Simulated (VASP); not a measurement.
# Ti2C (R-3m) in VASP: a series of runs, part 2 of 2

VASP 6.6.1.

### Step 3. Single point, LDA

The input, INCAR:

```
SYSTEM = Ti2C
PREC     = Accurate       ! precision mode
ENCUT    = 520            ! plane-wave cutoff, eV
EDIFF    = 1E-7           ! SCF threshold, eV
ISMEAR   = 0              ! smearing method
SIGMA    = 0.1            ! smearing width, eV
LREAL    = .FALSE.        ! projectors in reciprocal space
LASPH    = .TRUE.         ! aspherical terms in the spheres
NELM     = 60             ! most SCF steps
ALGO     = Normal         ! electronic algorithm
ISIF     = 2              ! what is computed and relaxed
LWAVE    = .FALSE.        ! write WAVECAR
LCHARG   = .FALSE.        ! write CHGCAR
NBANDS   = 21             ! bands
```

The input, KPOINTS:

```
regular mesh
0
G
  18 18 18
  0 0 0
```

The input, POSCAR:

```
Ti2C
1.0
    1.5417572175      0.8901339445      4.8273270015
   -1.5417572175      0.8901339445      4.8273270015
    0.0000000000     -1.7802678891      4.8273270015
Ti C
2 1
Direct
    0.2453083651      0.2453083651      0.2453083651
    0.7546916349      0.7546916349      0.7546916349
    0.5000000000      0.5000000000      0.5000000000
```

Potentials or basis: VASP PAW LDA potentials, release 64 (Ti_sv, C).

The run is started by

```sh
cat potpaw_LDA.64/Ti_sv/POTCAR potpaw_LDA.64/C/POTCAR > POTCAR
mpirun -np 1 vasp_std > vasp.out
```

OUTCAR:

```text
SYSTEM = Ti2C
   PREC = Accurate
   ENCUT = 520
   EDIFF = 1E-7
   ISMEAR = 0
   LREAL = .FALSE.
   LASPH = .TRUE.
   NELM = 60
   ISIF = 2

 ion  position               nearest neighbor table
   1  0.245  0.245  0.245-   3 2.11   3 2.11   3 2.11   2 2.89   2 2.89   2 2.89
   2  0.755  0.755  0.755-   3 2.11   3 2.11   3 2.11   1 2.89   1 2.89   1 2.89
   3  0.500  0.500  0.500-   1 2.11   2 2.11   1 2.11   1 2.11   2 2.11   2 2.11

  LATTYP: Found a trigonal (rhomboedric) cell.
 ALAT       =     5.1451374847
 COS(alpha) =     0.8204158482

  Lattice vectors:

 A1 = (   1.5417572175,   0.8901339445,   4.8273270015)
 A2 = (  -1.5417572175,   0.8901339445,   4.8273270015)
 A3 = (   0.0000000000,  -1.7802678891,   4.8273270015)

Analysis of symmetry for initial positions (statically):
=====================================================================
 Subroutine PRICEL returns:
 Original cell was already a primitive cell.

 Routine SETGRP: Setting up the symmetry group for a
 trigonal (rhombohedral) supercell.

 Subroutine GETGRP returns: Found 12 space group operations
 (whereof 12 operations were pure point group operations)
 out of a pool of 12 trial point group operations.

The static configuration has the point symmetry D_3d.

Analysis of symmetry for dynamics (positions and initial velocities):
=====================================================================
 Subroutine PRICEL returns:
 Original cell was already a primitive cell.

 Routine SETGRP: Setting up the symmetry group for a
 trigonal (rhombohedral) supercell.

 Subroutine GETGRP returns: Found 12 space group operations
 (whereof 12 operations were pure point group operations)
 out of a pool of 12 trial point group operations.

The dynamic configuration has the point symmetry D_3d.

 Subroutine INISYM returns: Found 12 space group operations
[... 108 lines left out ...]
   TEBEG  =    0.0;   TEEND  =   0.0 temperature during run
   PSTRESS=    0.0 pullay stress
   NELECT =      28.0000    total number of electrons
   NUPDOWN=      -1.0000    fix difference up-down
   EMIN   =  10.00;   EMAX   =-10.00  energy-range for DOS
   EFERMI =   0.00;   METHOD = LEGACY
   ISMEAR =     0;   SIGMA  =   0.10  broadening in eV -4-tet -1-fermi 0-gaus
   EFERMI_NEDOS =   21; number of points for ismear=-14 and -15
   IALGO  =     38    algorithm
   IMIX   =      4    mixing-type and parameters
     AMIX     =   0.40;   BMIX     =  1.00
     AMIX_MAG =   1.60;   BMIX_MAG =  1.00
  volume/ion in A,a.u.               =      13.25        89.41
  Fermi-wavevector in a.u.,A,eV,Ry     =   1.456636  2.752643 28.868688  2.121789
  Thomas-Fermi vector in A             =   2.573531
   LORBIT       =      0    0 simple, 1 ext, 2 COOP (PROOUT), +10 PAW based schemes
   GGA     = CA    functional components
   LHFCALC =     F    Hartree Fock is set to
   AEXX    =    0.0000 exact exchange contribution
   IVDW    =     0    specifies the selected vdW correction
   LEPSILON=     F    determine dielectric tensor
   LRPA    =     F    only Hartree local field effects (RPA)
 non-spin polarized calculation
 Gauss-broadening in eV      SIGMA  =   0.10
  energy-cutoff  :      520.00
  volume of cell :       39.75
 maximum number of plane-waves:      1086
   NGX = 19   NGY = 19   NGZ = 19

 number of electron      28.0000003 magnetization

 Free energy of the ion-electron system (eV)
  ---------------------------------------------------
  ext. energy  EPLUGINS =         0.00000000
  ---------------------------------------------------
  free energy    TOTEN  =       -29.28273320 eV

  energy without entropy =      -29.27307265  energy(sigma->0) =      -29.27790292

 E-fermi :   8.1055     XC(G=0): -12.0752

 val. band max:        8.0987081389   @ k =   0.4444   0.3333   0.2778
 cond. band min:       8.1064547385   @ k =   0.5000   0.5000   0.3333
 fundamental gap:      0.0077465996
 Fermi energy:         8.1055223438

 k-point     1 :       0.0000    0.0000    0.0000
  band No.  band energies     occupation
      1     -47.9522      2.00000
      2     -47.8476      2.00000
      3     -24.9179      2.00000
      4     -24.3875      2.00000
      5     -24.3875      2.00000
      6     -24.3479      2.00000
[... 565 lines left out ...]
     20      11.4953      0.00000
     21      12.9367      0.00000

 [... further k-points ...]
[... 5 lines left out ...]
  --------------------------------------------------------------------------------------
  -------------------------------------------------------------------------------------
  Total       -2.3425045     -2.3425045     -2.2335175      0.0000000      0.0000000      0.0000000
  in kB      -94.4194996    -94.4194996    -90.0265506      0.0000000      0.0000000      0.0000000
  external PRESSURE =     -92.9551832 kB  Pullay stress =       0.0000000 kB

 VOLUME and BASIS-vectors are now :
 -----------------------------------------------------------------------------
  energy-cutoff  :      520.00
  volume of cell :       39.75
      direct lattice vectors                 reciprocal lattice vectors
     1.541757218  0.890133945  4.827327001     0.324305276  0.187237738  0.069051327
    -1.541757218  0.890133945  4.827327001    -0.324305276  0.187237738  0.069051327
     0.000000000 -1.780267889  4.827327001     0.000000000 -0.374475477  0.069051327

 POSITION                                       TOTAL-FORCE (eV/Angst)
 -----------------------------------------------------------------------------------
      0.00000     -0.00000      3.55255         0.000000      0.000000     -0.340718
      0.00000     -0.00000     10.92943         0.000000     -0.000000      0.340718
      0.00000     -0.00000      7.24099         0.000000     -0.000000      0.000000
 -----------------------------------------------------------------------------------
    total drift:                                0.000000     -0.000000     -0.000000

  FREE ENERGIE OF THE ION-ELECTRON SYSTEM (eV)
  ---------------------------------------------------
  free  energy   TOTEN  =       -29.2827331980 eV

  energy  without entropy=      -29.2730726506  energy(sigma->0) =      -29.27790292
```

OSZICAR:

```text
N       E                     dE             d eps       ncg     rms          rms(c)
DAV:   1     0.310693576501E+03    0.31069E+03   -0.14751E+04 24400   0.163E+03
DAV:   2     0.177228409166E+01   -0.30892E+03   -0.29982E+03 25090   0.466E+02
DAV:   3    -0.347296018876E+02   -0.36502E+02   -0.36002E+02 40513   0.138E+02
DAV:   4    -0.371133058651E+02   -0.23837E+01   -0.23780E+01 31449   0.338E+01
DAV:   5    -0.372439389620E+02   -0.13063E+00   -0.13062E+00 34070   0.644E+00    0.203E+01
DAV:   6    -0.297000537428E+02    0.75439E+01   -0.61536E+01 31922   0.599E+01    0.590E+00
DAV:   7    -0.293120875114E+02    0.38797E+00   -0.40311E+00 36357   0.174E+01    0.368E+00
DAV:   8    -0.292813228646E+02    0.30765E-01   -0.33081E-01 27244   0.428E+00    0.633E-01
DAV:   9    -0.292809456199E+02    0.37724E-03   -0.34609E-02 33600   0.158E+00    0.590E-01
DAV:  10    -0.292827467024E+02   -0.18011E-02   -0.59425E-03 27420   0.786E-01    0.612E-02
DAV:  11    -0.292827212829E+02    0.25419E-04   -0.84238E-04 37579   0.204E-01    0.589E-02
DAV:  12    -0.292827373295E+02   -0.16047E-04   -0.85011E-05 32522   0.906E-02    0.121E-02
DAV:  13    -0.292827335628E+02    0.37667E-05   -0.90835E-06 38062   0.338E-02    0.830E-03
DAV:  14    -0.292827333037E+02    0.25905E-06   -0.31935E-06 36034   0.160E-02    0.275E-03
DAV:  15    -0.292827332012E+02    0.10255E-06   -0.47215E-07 22420   0.540E-03    0.633E-04
DAV:  16    -0.292827331980E+02    0.31650E-08   -0.46848E-08 14790   0.234E-03
   1 F= -.29282733E+02 E0= -.29277903E+02  d E =-.966055E-02
```

Wall time 16 min (1 thread of Intel Xeon 8259CL, shared host); peak memory 0.51 GiB.

Results:

* Free energy: -29.2827 eV
* Pressure: -9.3 GPa
* Largest force: 0.341 eV/Å
* Band gap on the k mesh: zero (bands 14 and 15 overlap by 0.94 eV)

Forces on the atoms (eV/Å):
```
Ti   0.000  0.000 -0.341
Ti   0.000  0.000  0.341
C    0.000  0.000  0.000
```

Stress tensor (GPa, compression positive):
```
-9.44  0.00  0.00
 0.00 -9.44  0.00
 0.00  0.00 -9.00
```

Levels at points of the mesh, in eV from the Fermi level:
```tsv
k point	band 12	band 13	band 14	band 15	band 16	band 17
(0.00, 0.00, 0.00)	-2.54	-1.93	0.46	0.46	0.95	1.89
(0.50, 0.00, 0.00)	-2.42	-1.26	-0.92	0.13	1.81	2.66
(0.50, 0.50, 0.00)	-2.59	-1.65	-0.81	0.87	2.44	2.82
(0.50, 0.50, 0.50)	-2.39	-0.88	0.14	0.82	0.82	1.73
```

Caveat: the cell stands under tension.
